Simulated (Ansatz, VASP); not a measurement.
## One calculation of SiC, two programs

File INCAR:

```
ALGO = Normal
EDIFF = 1E-6
ENCUT = 600
GGA = RE
GGA_COMPAT = False
ISIF = 2
ISMEAR = 0
LASPH = True
LCHARG = False
LREAL = False
LWAVE = False
NBANDS = 11
NELM = 120
PREC = Accurate
SIGMA = 0.01
```

KPOINTS

```
k-points
0
Gamma
  6 6 6
```

File POSCAR:

```
SiC
1.0
    0.0000000000      2.1790000000      2.1790000000
    2.1790000000      0.0000000000      2.1790000000
    2.1790000000      2.1790000000      0.0000000000
Si C
1 1
Direct
    0.0000000000      0.0000000000      0.0000000000
    0.2500000000      0.2500000000      0.2500000000
```

Input for Ansatz:

```yaml
crystal:
  lattice:
    - [0.0, 2.179, 2.179]
    - [2.179, 0.0, 2.179]
    - [2.179, 2.179, 0.0]
  atoms:
    - { symbol: Si, position: [0.0, 0.0, 0.0] }
    - { symbol: C, position: [0.25, 0.25, 0.25] }
basis:
  ecutwfc: 450.0
kpoints:
  mp_grid:
    grid: [6, 6, 6]
hamiltonian:
  xc: revpbe
  pseudopotentials:
    kind: paw
scf:
  convergence:
    dr2_threshold: 1.0e-08
  occupations:
    method: fixed
output:
  stress: true
  eigenvalues: true
```

Alike in both runs: task single point; functional revPBE; k mesh 6 × 6 × 6; no spin polarisation.

|  | VASP | Ansatz |
| --- | --- | --- |
| version | VASP 6.6.1 | Ansatz 0.2.0 |
| potentials or method | VASP PAW PBE potentials, release 64 (Si, C), cutoff 600 eV | plane waves, PAW |
| occupations | gaussian, width 0.01 eV | fixed |
| valence electrons in the cell | 8 | 8 |

|  | VASP | Ansatz | Ansatz less VASP |
| --- | --- | --- | --- |
| gap on the k mesh at the Fermi level (eV) | 1.35 | 1.36 | +0.005 |
| pressure (GPa) | 5.2 | 5.8 | +0.56 |

VASP's potentials were made for PBE, not for revPBE. Ansatz's warnings: stress scf threshold loose.
